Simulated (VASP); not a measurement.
# BiTe (I4mm) in VASP: notebook

The runs below take BiTe through single point, with PBE.

Everything below comes from runs of VASP 6.6.1. Logs are shortened: lines on timing, memory, paths and dates and some standing lists are left out, and cuts for length are marked.

## Step 1: The cell of the first run

The structure is tetragonal, space group I4mm (No. 107). The conventional cell has a = 4.598 Å, b = 4.598 Å, c = 6.502 Å, α = 90.00°, β = 90.00°, γ = 90.00°. Within 3.8 Å of Bi (site symmetry 4mm) lie 6 Te at 2.90 to 3.60 Å. Te (site symmetry 4mm) has 6 Bi at 2.90 to 3.60 Å within 3.8 Å.

## Step 2: Single point, PBE (atoms displaced along a vibrational mode)

File INCAR:

```
SYSTEM = BiTe
PREC     = Accurate       ! precision mode
ENCUT    = 520            ! plane-wave cutoff, eV
EDIFF    = 1E-7           ! SCF threshold, eV
ISMEAR   = 0              ! smearing method
SIGMA    = 0.15           ! smearing width, eV
LREAL    = .False.        ! projectors in reciprocal space
LASPH    = .True.         ! aspherical terms in the spheres
NELM     = 60             ! most SCF steps
ALGO     = Normal         ! electronic algorithm
ISIF     = 2              ! what is computed and relaxed
LWAVE    = .False.        ! write WAVECAR
LCHARG   = .False.        ! write CHGCAR
GGA      = PE             ! functional
NBANDS   = 18             ! bands
```

File KPOINTS:

```
regular mesh
0
Gamma
  12 12 12
  0 0 0
```

File POSCAR:

```
BiTe
1.0
    0.0000000000      3.2511939987      3.2511939987
    3.2511939987      0.0000000000      3.2511939987
    3.2511939987      3.2511939987      0.0000000000
Bi Te
1 1
Direct
    0.0203484414      0.0203484414     -0.0203484414
    0.4666737820      0.4666737820      0.5333262180
```

Potentials or basis: VASP PAW PBE potentials, release 64 (Bi_d, Te).

The run is started by

```
$ cat potpaw_PBE.64/Bi_d/POTCAR potpaw_PBE.64/Te/POTCAR > POTCAR
$ mpirun -np 1 vasp_std > vasp.out
```

OUTCAR:

```text
SYSTEM = BiTe
   PREC = Accurate
   ENCUT = 520
   EDIFF = 1E-7
   ISMEAR = 0
   LREAL = .False.
   LASPH = .True.
   NELM = 60
   ISIF = 2
   GGA = PE

 ion  position               nearest neighbor table
   1  0.020  0.020  0.980-   2 2.90   2 3.27   2 3.27   2 3.27   2 3.27   2 3.60
   2  0.467  0.467  0.533-   1 2.90   1 3.27   1 3.27   1 3.27   1 3.27   1 3.60

  LATTYP: Found a face centered cubic cell.
 ALAT       =     6.5023879974

  Lattice vectors:

 A1 = (   0.0000000000,   3.2511939987,   3.2511939987)
 A2 = (   3.2511939987,   0.0000000000,   3.2511939987)
 A3 = (   3.2511939987,   3.2511939987,   0.0000000000)

Analysis of symmetry for initial positions (statically):
=====================================================================
 Subroutine PRICEL returns:
 Original cell was already a primitive cell.

 Routine SETGRP: Setting up the symmetry group for a
 face centered cubic supercell.

 Subroutine GETGRP returns: Found  8 space group operations
 (whereof  8 operations were pure point group operations)
 out of a pool of 48 trial point group operations.

The static configuration has the point symmetry C_4v.

Analysis of symmetry for dynamics (positions and initial velocities):
=====================================================================
 Subroutine PRICEL returns:
 Original cell was already a primitive cell.

 Routine SETGRP: Setting up the symmetry group for a
 face centered cubic supercell.

 Subroutine GETGRP returns: Found  8 space group operations
 (whereof  8 operations were pure point group operations)
 out of a pool of 48 trial point group operations.

The dynamic configuration has the point symmetry C_4v.

 Subroutine INISYM returns: Found  8 space group operations
 (whereof  8 operations are pure point group operations),
 and found     1 'primitive' translations

----------------------------------------------------------------------------------------

                                     Primitive cell

  volume of cell :      68.7319

  direct lattice vectors                    reciprocal lattice vectors
     0.000000000  3.251193999  3.251193999    -0.153789654  0.153789654  0.153789654
     3.251193999  0.000000000  3.251193999     0.153789654 -0.153789654  0.153789654
     3.251193999  3.251193999  0.000000000     0.153789654  0.153789654 -0.153789654

  length of vectors
     4.597882647  4.597882647  4.597882647     0.266371494  0.266371494  0.266371494

  position of ions in fractional coordinates (direct lattice)
     0.020348441  0.020348441  0.979651559
     0.466673782  0.466673782  0.533326218

  ion indices of the primitive-cell ions
   primitive index   ion index
                 1           1
                 2           2

----------------------------------------------------------------------------------------

 KPOINTS: regular mesh

Automatic generation of k-mesh.
 Grid dimensions read from file:
 generate k-points for:   12   12   12

 Generating k-lattice:

  Cartesian coordinates                     Fractional coordinates (reciprocal lattice)
    -0.012815804  0.012815804  0.012815804     0.083333333  0.000000000  0.000000000
     0.012815804 -0.012815804  0.012815804     0.000000000  0.083333333  0.000000000
     0.012815804  0.012815804 -0.012815804     0.000000000  0.000000000  0.083333333

  Length of vectors
     0.022197625  0.022197625  0.022197625

  Shift w.r.t. Gamma in fractional coordinates (k-lattice)
     0.000000000  0.000000000  0.000000000

 Subroutine IBZKPT returns following result:
 ===========================================

 Found    163 irreducible k-points:

 Following reciprocal coordinates:
            Coordinates               Weight
  0.000000  0.000000  0.000000      1.000000
  0.083333  0.000000  0.000000      8.000000
  0.166667  0.000000  0.000000      8.000000
  0.250000  0.000000  0.000000      8.000000
  0.333333  0.000000  0.000000      8.000000
  0.416667  0.000000  0.000000      8.000000
[... 16 lines left out ...]
  0.000000 -0.333333  0.083333     16.000000
 -0.250000  0.083333  0.000000      8.000000
 [... further k-points ...]
   k-points           NKPTS =    163   k-points in BZ     NKDIM =    163   number of bands    NBANDS=     18
   number of dos      NEDOS =    301   number of ions     NIONS =      2
   total plane-waves  NPLWV =  46656
   dimension x,y,z NGX =    36 NGY =   36 NGZ =   36
   dimension x,y,z NGXF=    72 NGYF=   72 NGZF=   72
   ions per type =               1   1
   NGX,Y,Z   is equivalent  to a cutoff of  13.02, 13.02, 13.02 a.u.
   NGXF,Y,Z  is equivalent  to a cutoff of  26.03, 26.03, 26.03 a.u.
 SYSTEM =  BiTe
   PREC   = accura    normal or accurate (medium, high low for compatibility)
   ISTART =      0    job   : 0-new  1-cont  2-samecut
   ICHARG =      2    charge: 1-file 2-atom 10-const
   ISPIN  =      1    spin polarized calculation?
   LNONCOLLINEAR =      F non collinear calculations
   LSORBIT =      F    spin-orbit coupling
   LASPH  =      T    aspherical Exc in radial PAW
   ENCUT  =  520.0 eV  38.22 Ry    6.18 a.u.   8.55  8.55  8.55*2*pi/ulx,y,z
   NELM   =     60;   NELMIN=  2; NELMDL= -5     # of ELM steps
   EDIFF  = 0.1E-06   stopping-criterion for ELM
   LREAL  =      F    real-space projection
   EDIFFG = 0.1E-05   stopping-criterion for IOM
   NSW    =      0    number of steps for IOM
   IBRION =     -1    ionic relax: 0-MD 1-quasi-New 2-CG
   NFREE  =      0    steps in history (QN), initial steepest desc. (CG)
   ISIF   =      2    stress and relaxation
   ISYM   =      2    0-nonsym 1-usesym 2-fastsym
   POTIM  = 0.5000    time-step for ionic-motion
   TEBEG  =    0.0;   TEEND  =   0.0 temperature during run
   PSTRESS=    0.0 pullay stress
   NELECT =      21.0000    total number of electrons
   NUPDOWN=      -1.0000    fix difference up-down
   EMIN   =  10.00;   EMAX   =-10.00  energy-range for DOS
   EFERMI =   0.00;   METHOD = LEGACY
   ISMEAR =     0;   SIGMA  =   0.15  broadening in eV -4-tet -1-fermi 0-gaus
   EFERMI_NEDOS =   21; number of points for ismear=-14 and -15
   IALGO  =     38    algorithm
   IMIX   =      4    mixing-type and parameters
     AMIX     =   0.40;   BMIX     =  1.00
     AMIX_MAG =   1.60;   BMIX_MAG =  1.00
  volume/ion in A,a.u.               =      34.37       231.91
  Fermi-wavevector in a.u.,A,eV,Ry     =   1.102626  2.083662 16.541758  1.215785
  Thomas-Fermi vector in A             =   2.239072
   LORBIT       =      0    0 simple, 1 ext, 2 COOP (PROOUT), +10 PAW based schemes
   GGA     = PE    functional components
   LHFCALC =     F    Hartree Fock is set to
   AEXX    =    0.0000 exact exchange contribution
   IVDW    =     0    specifies the selected vdW correction
   LEPSILON=     F    determine dielectric tensor
   LRPA    =     F    only Hartree local field effects (RPA)
 non-spin polarized calculation
 Gauss-broadening in eV      SIGMA  =   0.15
  energy-cutoff  :      520.00
  volume of cell :       68.73
 maximum number of plane-waves:      1874
 NGX is ok and might be reduce to    36
   NGX = 17   NGY = 17   NGZ = 17

 number of electron      21.0000004 magnetization

 Free energy of the ion-electron system (eV)
  ---------------------------------------------------
  ext. energy  EPLUGINS =         0.00000000
  ---------------------------------------------------
  free energy    TOTEN  =        -7.03056969 eV

  energy without entropy =       -7.01411025  energy(sigma->0) =       -7.02233997

 E-fermi :   6.6582     XC(G=0):  -9.3461

 val. band max:        6.6452865308   @ k =   0.0833  -0.1667   0.2500
 cond. band min:       6.6609452192   @ k =   0.0833  -0.2500   0.3333
 fundamental gap:      0.0156586884
 Fermi energy:         6.6582482608

 k-point     1 :       0.0000    0.0000    0.0000
  band No.  band energies     occupation
      1     -16.6852      2.00000
      2     -16.6525      2.00000
      3     -16.6525      2.00000
      4     -16.6098      2.00000
      5     -16.6084      2.00000
      6      -7.0777      2.00000
[... 10 lines left out ...]
     17      12.4015      0.00000
     18      12.9897      0.00000

 k-point     2 :       0.0833    0.0000    0.0000
  band No.  band energies     occupation
      1     -16.6855      2.00000
      2     -16.6523      2.00000
      3     -16.6522      2.00000
      4     -16.6100      2.00000
      5     -16.6082      2.00000
      6      -7.0181      2.00000
[... 10 lines left out ...]
     17      12.8712      0.00000
     18      13.4595      0.00000

 k-point     3 :       0.1667    0.0000    0.0000
  band No.  band energies     occupation
      1     -16.6862      2.00000
      2     -16.6517      2.00000
      3     -16.6513      2.00000
      4     -16.6104      2.00000
      5     -16.6075      2.00000
      6      -6.8412      2.00000
[... 10 lines left out ...]
     17      13.9046      0.00000
     18      14.4115      0.00000

 k-point     4 :       0.2500    0.0000    0.0000
  band No.  band energies     occupation
      1     -16.6872      2.00000
      2     -16.6509      2.00000
      3     -16.6501      2.00000
      4     -16.6108      2.00000
      5     -16.6065      2.00000
      6      -6.5537      2.00000
[... 10 lines left out ...]
     17      15.1293      0.00000
     18      15.6320      0.00000

 k-point     5 :       0.3333    0.0000    0.0000
  band No.  band energies     occupation
      1     -16.6883      2.00000
      2     -16.6501      2.00000
      3     -16.6489      2.00000
      4     -16.6112      2.00000
      5     -16.6055      2.00000
      6      -6.1720      2.00000
[... 10 lines left out ...]
     17      15.8951      0.00000
     18      16.9567      0.00000

 k-point     6 :       0.4167    0.0000    0.0000
  band No.  band energies     occupation
      1     -16.6891      2.00000
      2     -16.6495      2.00000
      3     -16.6482      2.00000
      4     -16.6114      2.00000
      5     -16.6047      2.00000
      6      -5.7455      2.00000
[... 10 lines left out ...]
     17      15.3048      0.00000
     18      16.4186      0.00000

 k-point     7 :       0.5000    0.0000    0.0000
  band No.  band energies     occupation
      1     -16.6894      2.00000
      2     -16.6493      2.00000
      3     -16.6479      2.00000
      4     -16.6114      2.00000
      5     -16.6044      2.00000
      6      -5.4916      2.00000
[... 10 lines left out ...]
     17      14.6259      0.00000
     18      15.5077      0.00000

 k-point     8 :       0.0833    0.0833    0.0000
  band No.  band energies     occupation
      1     -16.6861      2.00000
      2     -16.6519      2.00000
      3     -16.6519      2.00000
      4     -16.6096      2.00000
      5     -16.6087      2.00000
      6      -6.9951      2.00000
[... 10 lines left out ...]
     17      12.7491      0.00000
     18      13.2117      0.00000
[... 229 lines left out ...]
     17      14.8975      0.00000
     18      15.7115      0.00000

 k-point    20 :      -0.4167    0.0833    0.0000
  band No.  band energies     occupation
      1     -16.6894      2.00000
      2     -16.6493      2.00000
      3     -16.6478      2.00000
      4     -16.6116      2.00000
      5     -16.6045      2.00000
      6      -5.5862      2.00000
[... 10 lines left out ...]
     17      15.1517      0.00000
     18      16.2119      0.00000

 k-point    21 :       0.0000   -0.4167    0.0833
  band No.  band energies     occupation
      1     -16.6894      2.00000
      2     -16.6492      2.00000
      3     -16.6480      2.00000
      4     -16.6116      2.00000
      5     -16.6045      2.00000
      6      -5.5812      2.00000
[... 10 lines left out ...]
     17      15.1640      0.00000
     18      16.1422      0.00000

 k-point    22 :      -0.3333    0.0833    0.0000
  band No.  band energies     occupation
      1     -16.6883      2.00000
      2     -16.6501      2.00000
      3     -16.6485      2.00000
      4     -16.6119      2.00000
      5     -16.6046      2.00000
      6      -5.9966      2.00000
[... 10 lines left out ...]
     17      15.3505      0.00000
     18      16.2499      0.00000

 k-point    23 :       0.0000   -0.3333    0.0833
  band No.  band energies     occupation
      1     -16.6889      2.00000
      2     -16.6496      2.00000
      3     -16.6484      2.00000
      4     -16.6112      2.00000
      5     -16.6053      2.00000
      6      -5.9820      2.00000
[... 10 lines left out ...]
     17      15.3519      0.00000
     18      16.2141      0.00000

 k-point    24 :      -0.2500    0.0833    0.0000
  band No.  band energies     occupation
      1     -16.6871      2.00000
      2     -16.6510      2.00000
      3     -16.6496      2.00000
      4     -16.6118      2.00000
      5     -16.6052      2.00000
      6      -6.3966      2.00000
[... 10 lines left out ...]
     17      14.6526      0.00000
     18      16.1603      0.00000

 [... further k-points ...]

------------------------ aborting loop because EDIFF is reached ----------------------------------------

  FORCE on cell =-STRESS in cart. coord.  units (eV):
  Direction    XX          YY          ZZ          XY          YZ          ZX
  --------------------------------------------------------------------------------------
  -------------------------------------------------------------------------------------
  Total        0.5144866      0.5144866      1.7071833      0.0000000      0.0000000      0.0000000
  in kB       11.9929491     11.9929491     39.7953283      0.0000000      0.0000000      0.0000000
  external PRESSURE =      21.2604088 kB  Pullay stress =       0.0000000 kB

 VOLUME and BASIS-vectors are now :
 -----------------------------------------------------------------------------
  energy-cutoff  :      520.00
  volume of cell :       68.73
      direct lattice vectors                 reciprocal lattice vectors
     0.000000000  3.251193999  3.251193999    -0.153789654  0.153789654  0.153789654
     3.251193999  0.000000000  3.251193999     0.153789654 -0.153789654  0.153789654
     3.251193999  3.251193999  0.000000000     0.153789654  0.153789654 -0.153789654

 POSITION                                       TOTAL-FORCE (eV/Angst)
 -----------------------------------------------------------------------------------
      3.25119      3.25119      0.13231         0.000000      0.000000     -0.980617
      3.25119      3.25119      3.03449         0.000000      0.000000      0.980617
 -----------------------------------------------------------------------------------
    total drift:                                0.000000      0.000000      0.000302

  FREE ENERGIE OF THE ION-ELECTRON SYSTEM (eV)
  ---------------------------------------------------
  free  energy   TOTEN  =        -7.0305696941 eV

  energy  without entropy=       -7.0141102512  energy(sigma->0) =       -7.02233997
```

It took 2.2 min on 1 thread of Intel Xeon Platinum 8259CL at 2.50GHz (Skylake/Cascade Lake), shared host; peak memory 0.35 GiB.

What came out:

| Property | Result |
| --- | --- |
| Free energy | -7.0306 eV |
| Pressure | 2.1 GPa |
| Largest force | 0.981 eV/Å |
| Band gap on the k mesh | zero (an odd number of electrons rules out a gap without spin polarisation) |

Forces in eV/Å, atoms in the order of the input:
```
Bi   0.000  0.000 -0.981
Te   0.000  0.000  0.981
```

Stress tensor (GPa, compression positive):
```
1.20 0.00 0.00
0.00 1.20 0.00
0.00 0.00 3.98
```

Caveat: the cell differs from its parent crystal (atoms displaced along a vibrational mode); spin-orbit coupling is left out, which moves the levels of the heavy elements.

## Step 3: Single point, PBE (atoms displaced along a vibrational mode, the cell strained)

File INCAR:

```
SYSTEM = BiTe
PREC     = Accurate       ! precision mode
ENCUT    = 520            ! plane-wave cutoff, eV
EDIFF    = 1E-7           ! SCF threshold, eV
ISMEAR   = 0              ! smearing method
SIGMA    = 0.15           ! smearing width, eV
LREAL    = .FALSE.        ! projectors in reciprocal space
LASPH    = .TRUE.         ! aspherical terms in the spheres
NELM     = 60             ! most SCF steps
ALGO     = Normal         ! electronic algorithm
ISIF     = 2              ! what is computed and relaxed
LWAVE    = .FALSE.        ! write WAVECAR
LCHARG   = .TRUE.         ! write CHGCAR
GGA      = PE             ! functional
LELF     = .TRUE.         ! ELF
LVHAR    = .TRUE.       
NBANDS   = 18             ! bands
```

File KPOINTS:

```
Automatic mesh
0
G
  12 12 12
  0 0 0
```

File POSCAR:

```
BiTe
1.0
    0.0000000000      3.2511939987      3.3269468189
    3.2511939987      0.0000000000      3.3269468189
    3.2511939987      3.2511939987      0.0000000000
Bi Te
1 1
Direct
    0.0101695256      0.0101695256     -0.0101695256
    0.4833445805      0.4833445805      0.5166554195
```

Potentials or basis: VASP PAW PBE potentials, release 64 (Bi_d, Te).

The run is started by

```
$ cat potpaw_PBE.64/Bi_d/POTCAR potpaw_PBE.64/Te/POTCAR > POTCAR
$ mpirun -np 1 vasp_std > vasp.out
```

Run time: 2.5 min. Hardware: 1 thread of Intel Xeon Platinum 8259CL at 2.50GHz (Skylake/Cascade Lake), shared host; peak memory 0.35 GiB.

The run converged. Its results:

| Property | Result |
| --- | --- |
| Free energy | -7.1475 eV |
| Pressure | -0.6 GPa |
| Largest force | 0.297 eV/Å |
| Band gap on the k mesh | zero (an odd number of electrons rules out a gap without spin polarisation) |

Forces on the atoms (eV/Å):
```
Bi   0.000  0.000 -0.297
Te   0.000  0.000  0.297
```

Stress tensor (GPa, compression positive):
```
-0.24  0.00  0.00
 0.00 -0.24  0.00
 0.00  0.00 -1.24
```

Levels at points of the mesh, in eV from the Fermi level:
```csv
k point,band 8,band 9,band 10,band 11,band 12,band 13
"(0.00, 0.00, 0.00)",-2.54,-2.54,-2.38,1.76,2.07,2.07
"(0.50, 0.00, 0.00)",-2.12,-1.88,-1.70,-0.74,-0.55,-0.40
"(0.50, 0.50, 0.00)",-5.32,-3.85,-3.85,2.38,3.45,3.45
"(0.50, 0.00, 0.50)",-5.46,-3.99,-3.77,2.04,3.16,3.89
```

Caveat: the cell differs from its parent crystal (atoms displaced along a vibrational mode, the cell strained); spin-orbit coupling is left out, which moves the levels of the heavy elements.
